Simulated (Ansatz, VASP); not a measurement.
## Al3GaN4 in VASP and in Ansatz

File INCAR:

```
SYSTEM = Al3GaN4
ALGO = Normal
EDIFF = 1E-6
ENCUT = 520
GGA = PS
ISIF = 2
ISMEAR = 0
LASPH = .True.
LCHARG = .False.
LREAL = .False.
LWAVE = .False.
NBANDS = 31
NELM = 100
PREC = Accurate
SIGMA = 0.02
```

KPOINTS

```
k-points
0
Gamma
  6 6 6
  0 0 0
```

POSCAR

```
Al3GaN4
1.0
    4.4069948406      0.0000000000      0.0000000000
    0.0000000000      4.4069948406      0.0000000000
    0.0000000000      0.0000000000      4.4069948406
Al Ga N
3 1 4
Direct
    0.5000000000      0.5000000000      0.0000000000
    0.5000000000      0.0000000000      0.5000000000
    0.0000000000      0.5000000000      0.5000000000
    0.0000000000      0.0000000000      0.0000000000
    0.7447077166      0.7447077166      0.2552922834
    0.7447077166      0.2552922834      0.7447077166
    0.2552922834      0.7447077166      0.7447077166
    0.2552922834      0.2552922834      0.2552922834
```

Input for Ansatz:

```yaml
crystal:
  lattice:
    - [4.4069948406, 0.0, 0.0]
    - [0.0, 4.4069948406, 0.0]
    - [0.0, 0.0, 4.4069948406]
  atoms:
    - { symbol: Al, position: [0.5, 0.5, 0.0] }
    - { symbol: Al, position: [0.5, 0.0, 0.5] }
    - { symbol: Al, position: [0.0, 0.5, 0.5] }
    - { symbol: Ga, position: [0.0, 0.0, 0.0] }
    - { symbol: "N", position: [0.7447077166, 0.7447077166, 0.2552922834] }
    - { symbol: "N", position: [0.7447077166, 0.2552922834, 0.7447077166] }
    - { symbol: "N", position: [0.2552922834, 0.7447077166, 0.7447077166] }
    - { symbol: "N", position: [0.2552922834, 0.2552922834, 0.2552922834] }
basis:
  ecutwfc: 420
kpoints:
  mp_grid: { grid: [6, 6, 6] }
  band_path: { path: [VBM, CBM], npoints: 2 }
hamiltonian:
  xc: pbesol
scf:
  occupations: { method: gaussian, width: 0.02 }
output:
  forces: true
  stress: true
  eigenvalues: true
checkpoint:
  read: start.run
  write: ck
  compress: false
  write_wavefunctions: false
  write_every: 100000
```

Alike in both runs: task single point; functional PBEsol; k mesh 6 × 6 × 6; occupations gaussian, width 0.02 eV; no spin polarisation.

```csv
,VASP,Ansatz
version,VASP 6.6.1,Ansatz 0.2.0
potentials or method,"VASP PAW PBE potentials, release 64 (Al, Ga_d, N), cutoff 520 eV","scalar-relativistic, plane waves, PAW"
valence electrons in the cell,42,42
```

```tsv
	VASP	Ansatz	Ansatz less VASP
gap on the k mesh at the Fermi level (eV)	3.32	3.32	+0.005
least direct gap on the mesh (eV)	3.32	3.32	+0.005
pressure (GPa)	-0.1	0.0	+0.08
rms of the force components (eV/Å)	0.003	0.000	-0.0032
```

VASP's potentials were made for PBE, not for PBEsol. Atom by atom the forces differ by 0.003 eV/Å (rms over components). The functional is the same, so the differences come from potentials, cutoffs and numerics.
